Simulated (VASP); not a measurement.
Al2Pt, 3 atoms in the cell. It takes space group Fm-3m (No. 225, cubic). Conventional cell: a = 5.910 Å, b = 5.910 Å, c = 5.910 Å, α = 90.00°, β = 90.00°, γ = 90.00°. Pt (site symmetry m-3m) has 8 Al at 2.56 Å within 3.4 Å. Within 3.4 Å of Al (site symmetry -43m) lie 4 Pt at 2.56 Å and 6 Al at 2.96 Å. 

```yaml
Program: VASP 6.6.1
Task: single point
Functional: PBE
Dispersion: D3(BJ)
Potentials_or_basis: VASP PAW PBE potentials, release 64 (Pt, Al)
Cutoff: 520 eV
k_mesh: 8 × 8 × 8
Occupations: fermi-dirac, width 0.05 eV
Spin: no spin polarisation
Dipole_correction: no
Further_INCAR_settings: ALGO = Fast; EDIFF = 1e-06; NBANDS = 15
```

Potentials or basis: VASP PAW PBE potentials, release 64 (Pt, Al).

Launch:

```console
$ cat potpaw_PBE.64/Pt/POTCAR potpaw_PBE.64/Al/POTCAR > POTCAR
$ mpirun -np 1 vasp_std > vasp.out
```

Hardware: 1 thread of Intel(R) Xeon(R) 6975P-C (Granite Rapids) (shared host).

Q: Estimate the wall time of this run.

A: It took 9.7 s on 1 thread of Intel(R) Xeon(R) 6975P-C (Granite Rapids), on a shared host, peak memory 0.19 GiB. Counts: scf iterations 15, k points 29.
